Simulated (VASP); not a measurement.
# RbBr: single point with PBE

The system is RbBr.

```
CELL_PARAMETERS angstrom
0.00000 3.86950 3.86950
3.96159 0.00000 3.86950
3.96159 3.86950 0.00000
ATOMIC_POSITIONS crystal
Rb 0.00000 0.00000 0.00000
Br 0.25000 0.25000 0.25000
```

This cell differs from its parent crystal: uniaxial x strain +2.4%.

```
Program                : VASP 6.6.1
Task                   : single point
Functional             : PBE
Potentials or basis    : VASP PAW PBE potentials, release 64 (Rb_sv, Br)
Cutoff                 : 520 eV
k mesh                 : 6 × 6 × 6
Occupations            : fermi-dirac, width 0.02 eV
Spin                   : no spin polarisation
Dipole correction      : no
Further INCAR settings : ALGO = Normal; EDIFF = 1e-07; NBANDS = 15
```

```json
{
 "Pressure": "0.0 GPa",
 "Band gap on the k mesh": "4.03 eV (least direct gap 4.12 eV)"
}
```

Levels at points of the mesh, in eV from the valence-band top:
```
           k point  band 4  band 5  band 6  band 7  band 8  band 9  band 10  band 11  band 12  band 13
(0.00, 0.00, 0.00)   -8.76   -8.76   -0.09   -0.08   -0.08    4.03     8.03     8.19     8.96     9.08
(0.50, 0.00, 0.00)   -8.77   -8.72   -0.29   -0.05   -0.04    6.19     6.43     7.72     7.79     9.08
(0.50, 0.50, 0.00)   -8.78   -8.68   -0.38   -0.02   -0.01    5.90     6.70     8.31     8.85     8.93
(0.00, 0.50, 0.50)   -8.78   -8.67   -0.39    0.00    0.00    5.87     6.68     8.21     8.76     8.98
```

Run time: 68 s on 1 thread of Intel(R) Xeon(R) Platinum 8488C (Sapphire Rapids), with other jobs on the host, peak memory 0.27 GiB.

Caveat: the cell differs from its parent crystal (uniaxial x strain +2.4%); the structure was generated, so it needn't be the stable form of RbBr. A k mesh can miss the band edges.
